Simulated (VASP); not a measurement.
# SbPb (I4/mmm) in VASP: notebook

Runs on SbPb. Level: LDA. Tasks: single point.

All numbers are computed with VASP 6.6.1; they aren't measurements. Logs are shortened: lines on timing, memory, paths and dates and some standing lists are left out, and cuts for length are marked.

### 1 The cell of the first run

The structure is tetragonal, space group I4/mmm (No. 139). Conventional cell: a = 4.464 Å, b = 4.464 Å, c = 5.827 Å, α = 90.00°, β = 90.00°, γ = 90.00°. Sb (site symmetry 4/mmm) has 6 Pb at 2.91 to 3.16 Å within 3.8 Å. Within 3.8 Å of Pb (site symmetry 4/mmm) lie 6 Sb at 2.91 to 3.16 Å.

### 2 Single point, LDA (29.04 Å³/atom)

Contents of INCAR:

```
SYSTEM = SbPb
ALGO = Fast ; EDIFF = 1E-7
ENCUT = 520 ; GGA = CA
ISIF = 2 ; ISMEAR = 0
LASPH = .TRUE. ; LCHARG = .FALSE.
LREAL = .FALSE. ; LWAVE = .FALSE.
NBANDS = 16 ; NELM = 60
PREC = Accurate ; SIGMA = 0.15
```

Contents of KPOINTS:

```
k-points
0
G
  14 14 14
  0 0 0
```

Contents of POSCAR:

```
SbPb
1.0
    0.0000000000      3.1568214184      2.9137461692
    3.1568214184      0.0000000000      2.9137461692
    3.1568214184      3.1568214184      0.0000000000
Sb Pb
1 1
Direct
    0.5000000000      0.5000000000      0.5000000000
    0.0000000000      0.0000000000      0.0000000000
```

Potentials or basis: VASP PAW LDA potentials, release 64 (Sb, Pb_d).

Launch:

```bash
> cat potpaw_LDA.64/Sb/POTCAR potpaw_LDA.64/Pb_d/POTCAR > POTCAR
> mpirun -np 1 vasp_std > vasp.out
```

OUTCAR:

```text
SYSTEM = SbPb
   EDIFF = 1E-7
   ENCUT = 520
   GGA = CA
   ISIF = 2
   ISMEAR = 0
   LASPH = .TRUE.
   LREAL = .FALSE.
   NELM = 60
   PREC = Accurate

 ion  position               nearest neighbor table
   1  0.500  0.500  0.500-   2 2.91   2 2.91   2 3.16   2 3.16   2 3.16   2 3.16
   2  0.000  0.000  0.000-   1 2.91   1 2.91   1 3.16   1 3.16   1 3.16   1 3.16

  LATTYP: Found a body centered tetragonal cell.
 ALAT       =     4.4644196639
 C/A-ratio  =     1.3053191181

  Lattice vectors:

 A1 = (   0.0000000000,  -3.1568214184,  -2.9137461692)
 A2 = (   0.0000000000,   3.1568214184,  -2.9137461692)
 A3 = (   3.1568214184,   0.0000000000,   2.9137461692)

Analysis of symmetry for initial positions (statically):
=====================================================================
 Subroutine PRICEL returns:
 Original cell was already a primitive cell.

 Routine SETGRP: Setting up the symmetry group for a
 body centered tetragonal supercell.

 Subroutine GETGRP returns: Found 16 space group operations
 (whereof 16 operations were pure point group operations)
 out of a pool of 16 trial point group operations.

The static configuration has the point symmetry D_4h.

Analysis of symmetry for dynamics (positions and initial velocities):
=====================================================================
 Subroutine PRICEL returns:
 Original cell was already a primitive cell.

 Routine SETGRP: Setting up the symmetry group for a
 body centered tetragonal supercell.

 Subroutine GETGRP returns: Found 16 space group operations
 (whereof 16 operations were pure point group operations)
 out of a pool of 16 trial point group operations.

The dynamic configuration has the point symmetry D_4h.

 Subroutine INISYM returns: Found 16 space group operations
 (whereof 16 operations are pure point group operations),
 and found     1 'primitive' translations

----------------------------------------------------------------------------------------

                                     Primitive cell

  volume of cell :      58.0740

  direct lattice vectors                    reciprocal lattice vectors
     0.000000000  3.156821418  2.913746169    -0.158387167  0.158387167  0.171600397
     3.156821418  0.000000000  2.913746169     0.158387167 -0.158387167  0.171600397
     3.156821418  3.156821418  0.000000000     0.158387167  0.158387167 -0.171600397

  length of vectors
     4.295979307  4.295979307  4.464419664     0.282169604  0.282169604  0.282169604

  position of ions in fractional coordinates (direct lattice)
     0.500000000  0.500000000  0.500000000
     0.000000000  0.000000000  0.000000000

  ion indices of the primitive-cell ions
   primitive index   ion index
                 1           1
                 2           2

----------------------------------------------------------------------------------------

 KPOINTS: k-points

Automatic generation of k-mesh.
 Grid dimensions read from file:
 generate k-points for:   14   14   14

 Generating k-lattice:

  Cartesian coordinates                     Fractional coordinates (reciprocal lattice)
    -0.011313369  0.011313369  0.012257171     0.071428571  0.000000000  0.000000000
     0.011313369 -0.011313369  0.012257171     0.000000000  0.071428571  0.000000000
     0.011313369  0.011313369 -0.012257171     0.000000000  0.000000000  0.071428571

  Length of vectors
     0.020154972  0.020154972  0.020154972

  Shift w.r.t. Gamma in fractional coordinates (k-lattice)
     0.000000000  0.000000000  0.000000000

 Subroutine IBZKPT returns following result:
 ===========================================

 Found    244 irreducible k-points:

 Following reciprocal coordinates:
            Coordinates               Weight
  0.000000  0.000000  0.000000      1.000000
  0.071429  0.000000  0.000000      8.000000
  0.142857  0.000000  0.000000      8.000000
  0.214286  0.000000  0.000000      8.000000
  0.285714  0.000000  0.000000      8.000000
  0.357143  0.000000  0.000000      8.000000
[... 16 lines left out ...]
  0.214286  0.142857  0.000000      8.000000
  0.285714  0.142857  0.000000      8.000000
 [... further k-points ...]
   k-points           NKPTS =    244   k-points in BZ     NKDIM =    244   number of bands    NBANDS=     16
   number of dos      NEDOS =    301   number of ions     NIONS =      2
   total plane-waves  NPLWV =  36864
   dimension x,y,z NGX =    32 NGY =   32 NGZ =   36
   dimension x,y,z NGXF=    64 NGYF=   64 NGZF=   72
   ions per type =               1   1
   NGX,Y,Z   is equivalent  to a cutoff of  12.38, 12.38, 13.41 a.u.
   NGXF,Y,Z  is equivalent  to a cutoff of  24.77, 24.77, 26.81 a.u.
 SYSTEM =  SbPb
   PREC   = accura    normal or accurate (medium, high low for compatibility)
   ISTART =      0    job   : 0-new  1-cont  2-samecut
   ICHARG =      2    charge: 1-file 2-atom 10-const
   ISPIN  =      1    spin polarized calculation?
   LNONCOLLINEAR =      F non collinear calculations
   LSORBIT =      F    spin-orbit coupling
   LASPH  =      T    aspherical Exc in radial PAW
   ENCUT  =  520.0 eV  38.22 Ry    6.18 a.u.   7.99  7.99  8.30*2*pi/ulx,y,z
   NELM   =     60;   NELMIN=  2; NELMDL= -5     # of ELM steps
   EDIFF  = 0.1E-06   stopping-criterion for ELM
   LREAL  =      F    real-space projection
   EDIFFG = 0.1E-05   stopping-criterion for IOM
   NSW    =      0    number of steps for IOM
   IBRION =     -1    ionic relax: 0-MD 1-quasi-New 2-CG
   NFREE  =      0    steps in history (QN), initial steepest desc. (CG)
   ISIF   =      2    stress and relaxation
   ISYM   =      2    0-nonsym 1-usesym 2-fastsym
   POTIM  = 0.5000    time-step for ionic-motion
   TEBEG  =    0.0;   TEEND  =   0.0 temperature during run
   PSTRESS=    0.0 pullay stress
   NELECT =      19.0000    total number of electrons
   NUPDOWN=      -1.0000    fix difference up-down
   EMIN   =  10.00;   EMAX   =-10.00  energy-range for DOS
   EFERMI =   0.00;   METHOD = LEGACY
   ISMEAR =     0;   SIGMA  =   0.15  broadening in eV -4-tet -1-fermi 0-gaus
   EFERMI_NEDOS =   21; number of points for ismear=-14 and -15
   IALGO  =     68    algorithm
   IMIX   =      4    mixing-type and parameters
     AMIX     =   0.40;   BMIX     =  1.00
     AMIX_MAG =   1.60;   BMIX_MAG =  1.00
  volume/ion in A,a.u.               =      29.04       195.95
  Fermi-wavevector in a.u.,A,eV,Ry     =   1.128060  2.131724 17.313671  1.272519
  Thomas-Fermi vector in A             =   2.264748
   LORBIT       =      0    0 simple, 1 ext, 2 COOP (PROOUT), +10 PAW based schemes
   GGA     = CA    functional components
   LHFCALC =     F    Hartree Fock is set to
   AEXX    =    0.0000 exact exchange contribution
   IVDW    =     0    specifies the selected vdW correction
   LEPSILON=     F    determine dielectric tensor
   LRPA    =     F    only Hartree local field effects (RPA)
 non-spin polarized calculation
 RMM-DIIS sequential band-by-band and
 Gauss-broadening in eV      SIGMA  =   0.15
  energy-cutoff  :      520.00
  volume of cell :       58.07
 maximum number of plane-waves:      1602
   NGX = 15   NGY = 15   NGZ = 17

 number of electron      18.9999997 magnetization

 Free energy of the ion-electron system (eV)
  ---------------------------------------------------
  ext. energy  EPLUGINS =         0.00000000
  ---------------------------------------------------
  free energy    TOTEN  =        -8.83612801 eV

  energy without entropy =       -8.82212904  energy(sigma->0) =       -8.82912853

 E-fermi :   7.1616     XC(G=0): -10.2224

 val. band max:        7.1604810749   @ k =   0.1429   0.0000   0.0000
 cond. band min:       7.1691495369   @ k =  -0.2857  -0.0000   0.1429
 fundamental gap:      0.0086684620
 Fermi energy:         7.1616367797

 k-point     1 :       0.0000    0.0000    0.0000
  band No.  band energies     occupation
      1      -9.7213      2.00000
      2      -9.6611      2.00000
      3      -9.6611      2.00000
      4      -9.6531      2.00000
      5      -9.6164      2.00000
      6      -5.1293      2.00000
[... 8 lines left out ...]
     15      13.4044      0.00000
     16      13.5911      0.00000

 k-point     2 :       0.0714    0.0000    0.0000
  band No.  band energies     occupation
      1      -9.7230      2.00000
      2      -9.6604      2.00000
      3      -9.6602      2.00000
      4      -9.6532      2.00000
      5      -9.6160      2.00000
      6      -5.0700      2.00000
[... 8 lines left out ...]
     15      13.2539      0.00000
     16      13.3888      0.00000

 k-point     3 :       0.1429    0.0000    0.0000
  band No.  band energies     occupation
      1      -9.7279      2.00000
      2      -9.6614      2.00000
      3      -9.6584      2.00000
      4      -9.6499      2.00000
      5      -9.6148      2.00000
      6      -4.8921      2.00000
[... 8 lines left out ...]
     15      13.4127      0.00000
     16      13.5927      0.00000

 k-point     4 :       0.2143    0.0000    0.0000
  band No.  band energies     occupation
      1      -9.7353      2.00000
      2      -9.6661      2.00000
      3      -9.6558      2.00000
      4      -9.6420      2.00000
      5      -9.6128      2.00000
      6      -4.5962      2.00000
[... 8 lines left out ...]
     15      13.9671      0.00000
     16      14.0153      0.00000

 k-point     5 :       0.2857    0.0000    0.0000
  band No.  band energies     occupation
      1      -9.7437      2.00000
      2      -9.6719      2.00000
      3      -9.6534      2.00000
      4      -9.6327      2.00000
      5      -9.6101      2.00000
      6      -4.1841      2.00000
[... 8 lines left out ...]
     15      14.6114      0.00000
     16      14.6913      0.00000

 k-point     6 :       0.3571    0.0000    0.0000
  band No.  band energies     occupation
      1      -9.7514      2.00000
      2      -9.6772      2.00000
      3      -9.6517      2.00000
      4      -9.6242      2.00000
      5      -9.6072      2.00000
      6      -3.6592      2.00000
[... 8 lines left out ...]
     15      15.3658      0.00000
     16      15.5533      0.00000

 k-point     7 :       0.4286    0.0000    0.0000
  band No.  band energies     occupation
      1      -9.7567      2.00000
      2      -9.6809      2.00000
      3      -9.6508      2.00000
      4      -9.6183      2.00000
      5      -9.6049      2.00000
      6      -3.0307      2.00000
[... 8 lines left out ...]
     15      16.2227      0.00000
     16      16.4882      0.00000

 k-point     8 :       0.5000    0.0000    0.0000
  band No.  band energies     occupation
      1      -9.7586      2.00000
      2      -9.6822      2.00000
      3      -9.6505      2.00000
      4      -9.6162      2.00000
      5      -9.6040      2.00000
      6      -2.4458      2.00000
[... 8 lines left out ...]
     15      16.5224      0.00000
     16      17.1080      0.00000

 k-point     9 :       0.0714    0.0714    0.0000
  band No.  band energies     occupation
      1      -9.7251      2.00000
      2      -9.6590      2.00000
      3      -9.6590      2.00000
      4      -9.6517      2.00000
      5      -9.6176      2.00000
      6      -5.0391      2.00000
[... 8 lines left out ...]
     15      13.3232      0.00000
     16      13.3232      0.00000
[... 172 lines left out ...]
 k-point    19 :      -0.2143    0.0714    0.0000
  band No.  band energies     occupation
      1      -9.7376      2.00000
      2      -9.6672      2.00000
      3      -9.6560      2.00000
      4      -9.6435      2.00000
      5      -9.6089      2.00000
      6      -4.4548      2.00000
[... 8 lines left out ...]
     15      13.7420      0.00000
     16      14.9876      0.00000

 k-point    20 :      -0.1429    0.0714    0.0000
  band No.  band energies     occupation
      1      -9.7298      2.00000
      2      -9.6615      2.00000
      3      -9.6586      2.00000
      4      -9.6520      2.00000
      5      -9.6114      2.00000
      6      -4.7765      2.00000
[... 8 lines left out ...]
     15      13.6389      0.00000
     16      14.4433      0.00000

 k-point    21 :      -0.0714    0.0714    0.0000
  band No.  band energies     occupation
      1      -9.7246      2.00000
      2      -9.6603      2.00000
      3      -9.6583      2.00000
      4      -9.6561      2.00000
      5      -9.6138      2.00000
      6      -4.9821      2.00000
[... 8 lines left out ...]
     15      13.7839      0.00000
     16      13.9466      0.00000

 k-point    22 :       0.1429    0.1429    0.0000
  band No.  band energies     occupation
      1      -9.7372      2.00000
      2      -9.6526      2.00000
      3      -9.6526      2.00000
      4      -9.6477      2.00000
      5      -9.6210      2.00000
      6      -4.7655      2.00000
[... 8 lines left out ...]
     15      14.3107      0.00000
     16      14.3107      0.00000

 k-point    23 :       0.2143    0.1429    0.0000
  band No.  band energies     occupation
      1      -9.7466      2.00000
      2      -9.6530      2.00000
      3      -9.6484      2.00000
      4      -9.6408      2.00000
      5      -9.6223      2.00000
      6      -4.5219      2.00000
[... 8 lines left out ...]
     15      14.8452      0.00000
     16      14.9205      0.00000

 k-point    24 :       0.2857    0.1429    0.0000
  band No.  band energies     occupation
      1      -9.7569      2.00000
      2      -9.6571      2.00000
      3      -9.6450      2.00000
      4      -9.6311      2.00000
      5      -9.6215      2.00000
      6      -4.1587      2.00000
[... 8 lines left out ...]
     15      15.4506      0.00000
     16      15.6182      0.00000

 [... further k-points ...]

------------------------ aborting loop because EDIFF is reached ----------------------------------------

  FORCE on cell =-STRESS in cart. coord.  units (eV):
  Direction    XX          YY          ZZ          XY          YZ          ZX
  --------------------------------------------------------------------------------------
  -------------------------------------------------------------------------------------
  Total       -0.4318391     -0.4318391      3.5823938      0.0000000     -0.0000000     -0.0000000
  in kB      -11.9138149    -11.9138149     98.8330439      0.0000000     -0.0000000     -0.0000000
  external PRESSURE =      25.0018047 kB  Pullay stress =       0.0000000 kB

 VOLUME and BASIS-vectors are now :
 -----------------------------------------------------------------------------
  energy-cutoff  :      520.00
  volume of cell :       58.07
      direct lattice vectors                 reciprocal lattice vectors
     0.000000000  3.156821418  2.913746169    -0.158387167  0.158387167  0.171600397
     3.156821418  0.000000000  2.913746169     0.158387167 -0.158387167  0.171600397
     3.156821418  3.156821418  0.000000000     0.158387167  0.158387167 -0.171600397

 POSITION                                       TOTAL-FORCE (eV/Angst)
 -----------------------------------------------------------------------------------
      3.15682      3.15682      2.91375         0.000000      0.000000      0.000000
      0.00000      0.00000      0.00000        -0.000000     -0.000000     -0.000000
 -----------------------------------------------------------------------------------
    total drift:                                0.000000     -0.000000     -0.000000

  FREE ENERGIE OF THE ION-ELECTRON SYSTEM (eV)
  ---------------------------------------------------
  free  energy   TOTEN  =        -8.8361280099 eV

  energy  without entropy=       -8.8221290406  energy(sigma->0) =       -8.82912853
```

Wall time 4.7 min (1 thread of Oxide Virtual Turin-like, shared host); peak memory 0.32 GiB.

Results:

```
Free energy            : -8.8361 eV
Pressure               : 2.5 GPa
Band gap on the k mesh : zero (an odd number of electrons rules out a gap without spin polarisation)
```

Stress tensor (GPa, compression positive):
```
-1.19  0.00  0.00
 0.00 -1.19  0.00
 0.00  0.00  9.88
```

Caveat: the stress differs along the axes, from -1 to 10 GPa; spin-orbit coupling is left out, which moves the levels of the heavy elements; an odd number of electrons without spin polarisation forces a metal; a magnetic or distorted state may lie lower.

(Part 1 of 2 ends here.)

The gap in the log of VASP goes by the Fermi energy; the results here count the filled bands.